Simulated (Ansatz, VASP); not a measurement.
**Ga in VASP and in Ansatz**

```xyz
2
Lattice="1.3830 -4.0265 0.0000 1.3830 4.0265 0.0000 -0.1174 0.0000 3.3299" Properties=species:S:1:pos:R:3 pbc="T T T"
Ga    1.2949    2.9716    2.4974
Ga    1.3536   -2.9716    0.8325
```

Alike in both runs: functional PBEsol; k mesh 7 × 7 × 6; occupations fermi-dirac, width 0.05 eV; non-collinear spin, spin-orbit coupling.

|  | VASP | Ansatz |
| --- | --- | --- |
| version | VASP 6.6.1 | Ansatz 0.2.0 |
| potentials or method | VASP PAW PBE potentials, release 64 (Ga_d) | Ansatz PAW |
| plane-wave cutoff (eV) | 520 | 420 |
| valence electrons in the cell | 26 | 26 |
| task | single point | band structure |

|  | VASP | Ansatz | Ansatz less VASP |
| --- | --- | --- | --- |
| pressure (GPa) | -1.5 | -1.5 | -0.07 |
| traceless stress, the component that is largest in VASP (GPa) | 1.22 | 1.22 | -0.001 |
| rms of the force components (eV/Å) | 0.081 | 0.082 | +0.0007 |
| net moment per atom (μB) | 0.00 | 0.00 | 0.000 |

VASP's potentials were made for PBE, not for PBEsol. Atom by atom the forces differ by 0.001 eV/Å (rms over components). The functional is the same, so the differences come from potentials, cutoffs and numerics.
